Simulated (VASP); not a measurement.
Input of a VASP 6.6.1 run:

The input INCAR:

```
SYSTEM = Pd
ALGO     = Fast           ! electronic algorithm
EDIFF    = 1E-6           ! SCF threshold, eV
ENCUT    = 520            ! plane-wave cutoff, eV
GGA      = PE             ! functional
ISIF     = 2              ! what is computed and relaxed
ISMEAR   = 0              ! smearing method
LASPH    = .True.         ! aspherical terms in the spheres
LCHARG   = .True.         ! write CHGCAR
LELF     = .True.         ! ELF
LREAL    = .False.        ! projectors in reciprocal space
LVHAR    = .True.       
LWAVE    = .False.        ! write WAVECAR
NBANDS   = 11             ! bands
NELM     = 80             ! most SCF steps
PREC     = Accurate       ! precision mode
SIGMA    = 0.05           ! smearing width, eV
```

Contents of KPOINTS:

```
k-points
0
Gamma
  20 20 20
  0 0 0
```

The input POSCAR:

```
Pd
1.0
    0.0000000000      1.9575423369      1.9575423369
    1.9575423369      0.0000000000      1.9575423369
    1.9575423369      1.9575423369      0.0000000000
Pd
1
Direct
    0.0000000000      0.0000000000      0.0000000000
```

Potentials or basis: VASP PAW PBE potentials, release 64 (Pd).

Launch:

```console
$ cat potpaw_PBE.64/Pd/POTCAR > POTCAR
$ mpirun -np 1 vasp_std > vasp.out
```

(1) Predict the pressure.

(2) Estimate the band gap on the k mesh.

## Answers

(1) 3.3 GPa.

(2) zero (bands 5 and 6 overlap by 1.54 eV).

Caveat: the cell stands under pressure.
